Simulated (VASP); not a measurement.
## SiC (sol): single point with PBEsol

SiC (sol):

```xyz
4
Lattice="3.0760 0.0000 0.0000 -1.5380 2.6639 0.0000 0.0000 0.0000 5.0478" Properties=species:S:1:pos:R:3 pbc="T T T"
Si    0.0000    1.7759   -0.0961
Si    1.5380    0.8880    2.4278
C     0.0000    1.7759    1.9890
C     1.5380    0.8880    4.5130
```

```json
{"Program": "VASP 6.6.1", "Task": "single point", "Functional": "PBEsol", "Potentials or basis": "VASP PAW PBE potentials, release 64 (Si, C)", "Cutoff": "520 eV", "k mesh": "12 × 12 × 6", "Occupations": "gaussian, width 0.01 eV", "Spin": "no spin polarisation"}
```

* Pressure: 3.3 GPa
* Largest force: 2.112 eV/Å
* Band gap on the k mesh: 1.67 eV, indirect (least direct gap 3.81 eV)

Forces on the atoms (eV/Å):
```
Si   0.000  0.000  2.112
Si   0.000  0.000  2.112
C    0.000  0.000 -2.112
C    0.000  0.000 -2.112
```

Stress tensor (GPa, compression positive):
```
 8.21  0.00  0.00
 0.00  8.21  0.00
 0.00  0.00 -6.46
```

Levels at points of the mesh, in eV from the valence-band top:
```csv
k point,band 4,band 5,band 6,band 7,band 8,band 9,band 10,band 11,band 12,band 13
"(0.00, 0.00, 0.00)",-2.53,-2.53,-1.35,-1.35,0.00,3.81,5.09,5.69,5.69,6.84
"(0.50, 0.00, 0.00)",-7.56,-5.76,-4.48,-3.53,-2.58,1.67,3.68,5.86,7.04,8.55
"(0.00, 0.00, 0.50)",-4.84,-1.98,-1.98,-1.98,-1.98,4.89,4.89,6.30,6.30,6.30
"(0.50, 0.00, 0.50)",-9.33,-3.67,-3.67,-2.64,-2.64,2.40,2.40,3.83,3.83,10.08
```

Run time: 17 s on 1 thread of Intel Xeon 6975P-C, with other jobs on the host, peak memory 0.18 GiB.

Caveat: the PAW data sets were made with another functional, which shifts forces and pressure a little. A k mesh can miss the band edges.
